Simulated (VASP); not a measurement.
Wanted: the native input for a VASP 6.6.1 run.

- Task: single point
- Functional: LDA
- Potentials or basis: VASP PAW LDA potentials, release 64 (Hg, Te)
- Cutoff: 500 eV
- k mesh: 10 × 10 × 10
- Occupations: fermi-dirac, width 0.08 eV
- Spin: no spin polarisation
- Dipole correction: no
- Further INCAR settings: ALGO = Normal; EDIFF = 1e-06; NBANDS = 16

The structure of HgTe lies in POSCAR:

```
HgTe
1.0
    0.0000000000      2.9117290240      2.9117290240
    2.9117290240      0.0000000000      2.9117290240
    2.9117290240      2.9117290240      0.0000000000
Hg Te
1 1
Direct
    0.0000000000      0.0000000000      0.0000000000
    0.5000000000      0.5000000000      0.5000000000
```

These files were run (other wordings do the same):

INCAR

```
  PREC = Accurate
  ENCUT = 500
  EDIFF = 1E-6
  ISMEAR = -1
  SIGMA = 0.08
  LREAL = False
  LASPH = True
  NELM = 120
  ALGO = Normal
  ISIF = 2
  LWAVE = False
  LCHARG = False
  NBANDS = 16
  GGA_COMPAT = False
```

KPOINTS

```
Automatic mesh
0
Gamma
  10 10 10
```

Potentials or basis: VASP PAW LDA potentials, release 64 (Hg, Te).

Run with:

```bash
$ cat potpaw_LDA.64/Hg/POTCAR potpaw_LDA.64/Te/POTCAR > POTCAR
$ mpirun -np 1 vasp_std > vasp.out
```

Results of the run:

| Item | Value |
| --- | --- |
| Pressure | 5.3 GPa |
| Band gap on the k mesh | zero (bands 9 and 10 overlap by 3.32 eV) |

Caveat: the cell stands under pressure; spin-orbit coupling is left out, which moves the levels of the heavy elements.

It took 14 s on 1 thread of Intel(R) Xeon(R) 6975P-C (Granite Rapids) (shared host), peak memory 0.17 GiB.
